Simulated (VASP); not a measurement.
Input of a VASP 6.6.1 run:

File INCAR:

```
SYSTEM = AlN
  PREC = Accurate
  ENCUT = 520
  EDIFF = 1E-6
  ISMEAR = 0
  SIGMA = 0.01
  LREAL = .FALSE.
  LASPH = .TRUE.
  NELM = 80
  ALGO = Normal
  ISIF = 2
  LWAVE = .FALSE.
  LCHARG = .TRUE.
  LELF = .TRUE.
  LVHAR = .TRUE.
  NBANDS = 11
```

The input KPOINTS:

```
Automatic mesh
0
G
  10 10 10
  0 0 0
```

Contents of POSCAR:

```
AlN
1.0
    0.0000000000      2.1578910847      2.1578910847
    2.1578910847      0.0000000000      2.1578910847
    2.1578910847      2.1578910847      0.0000000000
Al N
1 1
Direct
    0.0000000000      0.0000000000      0.0000000000
    0.2500000000      0.2500000000      0.2500000000
```

Potentials or basis: VASP PAW LDA potentials, release 64 (Al, N).

The run is started by

```bash
$ cat potpaw_LDA.64/Al/POTCAR potpaw_LDA.64/N/POTCAR > POTCAR
$ mpirun -np 1 vasp_std > vasp.out
```

Q: Predict the pressure.

A: 4.7 GPa.

Q: Predict the band gap on the k mesh.

A: 3.24 eV, indirect (least direct gap 4.56 eV).

A k mesh can miss the band edges.
